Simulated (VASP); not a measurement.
The system is C.

```
C
1.0
     0.00000    1.69212    1.69212
     1.69212    0.00000    1.69212
     1.69212    1.69212    0.00000
C
2
Direct
  0.50000 0.50000 0.50000
  0.75000 0.75000 0.75000
```

This cell differs from its parent crystal: volume 4.845 Å^3 an atom, c/a of the conventional cell 1.0000.

Base run:

```yaml
Program: VASP 6.6.1
Functional: LDA
Potentials_or_basis: VASP PAW LDA potentials, release 64 (C)
Cutoff: 520 eV
k_mesh: 12 × 12 × 12
Occupations: gaussian, width 0.05 eV
Spin: no spin polarisation
```

Its results: band gap on the k mesh 4.53 eV, indirect (least direct gap 5.99 eV); pressure 77.6 GPa.

The run is repeated on the same cell with these changes: cutoff from 520 eV to 600 eV. What comes out?

Band gap on the k mesh 4.53 eV, indirect (least direct gap 5.99 eV); pressure 76.7 GPa.

A k mesh can miss the band edges.
